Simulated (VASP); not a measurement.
Mo:

```
CELL_PARAMETERS angstrom
2.73551 0.00000 0.00000
-1.36776 2.36902 0.00000
0.00000 0.00000 2.55518
ATOMIC_POSITIONS crystal
Mo 0.00000 0.00000 0.50000
```

| Item | Value |
| --- | --- |
| Program | VASP 6.6.1 |
| Task | relaxation of cell and atoms |
| Functional | PBEsol |
| Dispersion | D3(BJ) |
| Potentials or basis | VASP PAW PBE potentials, release 64 (Mo_sv) |
| Cutoff | 600 eV |
| k mesh | 11 × 11 × 11 |
| Occupations | methfessel-paxton, width 0.15 eV |
| Spin | no spin polarisation |

At the start: pressure -10.9 GPa; volume 16.56 Å³/atom.

Problem. Where does the relaxation end?

Solution. Over 10 steps the energy falls by 44.1 meV/atom and the volume is 15.76 Å³/atom (-4.8 %); space group P6/mmm (No. 191, to 0.05 Å).

Step by step:
```csv
step,energy change (eV),largest force (eV/Å),pressure (GPa),volume (Å³)
1,0.0000,0.0000,-10.90,16.56
2,0.1842,0.0000,39.95,13.98
3,-0.0419,0.0000,0.57,15.72
4,-0.0421,0.0000,1.18,15.68
5,-0.0421,0.0000,1.45,15.67
6,-0.0406,0.0000,-0.68,15.83
7,-0.0440,0.0000,0.47,15.73
8,-0.0440,0.0000,0.48,15.74
9,-0.0439,0.0000,-0.83,15.82
10,-0.0441,0.0000,0.01,15.76
```

Final structure:
```
CELL_PARAMETERS angstrom
2.71939 0.00000 0.00000
-1.35970 2.35506 0.00000
0.00000 0.00000 2.46152
ATOMIC_POSITIONS crystal
Mo 0.00000 0.00000 0.50000
```

Caveat: the PAW data sets were made with another functional, which shifts forces and pressure a little; pairwise dispersion overbinds metals, which lowers pressure and volume.
